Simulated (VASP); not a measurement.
# KMgF3: single point with r2SCAN

Crystal: KMgF3.

```
K Mg F
1.0
     3.98024    0.00000    0.00000
     0.00000    3.98024    0.00000
     0.00000    0.00000    3.98024
K Mg F
1 1 3
Direct
  0.50000 0.50000 0.50000
  0.00000 0.00000 0.00000
  0.50000 0.00000 0.00000
  0.00000 0.50000 0.00000
  0.00000 0.00000 0.50000
```

```yaml
Program: VASP 6.6.1
Task: single point
Functional: r2SCAN
Potentials_or_basis: VASP PAW PBE potentials, release 64 (K_sv, Mg, F)
Cutoff: 520 eV
k_mesh: 6 × 6 × 6
Occupations: gaussian, width 0.01 eV
Spin: no spin polarisation
```

The pressure is -0.6 GPa and the band gap on the k mesh is 8.28 eV (least direct gap 8.60 eV).

Levels at points of the mesh, in eV from the valence-band top:
```tsv
k point	band 13	band 14	band 15	band 16	band 17	band 18	band 19	band 20
(0.00, 0.00, 0.00)	-0.64	-0.32	-0.32	-0.32	8.28	10.84	10.84	13.18
(0.50, 0.00, 0.00)	-0.87	-0.87	-0.53	-0.53	11.04	11.52	11.91	13.79
(0.50, 0.50, 0.00)	-1.04	-0.90	-0.90	-0.02	11.90	12.57	13.70	13.70
(0.50, 0.50, 0.50)	-1.12	0.00	0.00	0.00	11.39	11.39	11.39	15.03
```

Wall time 2.5 min on 1 thread of Intel Xeon 8259CL (shared host), peak memory 0.19 GiB.

Caveat: the PAW data sets were made with another functional, which shifts forces and pressure a little. r2SCAN opens gaps a little over a GGA but as a rule still falls short of measured ones.
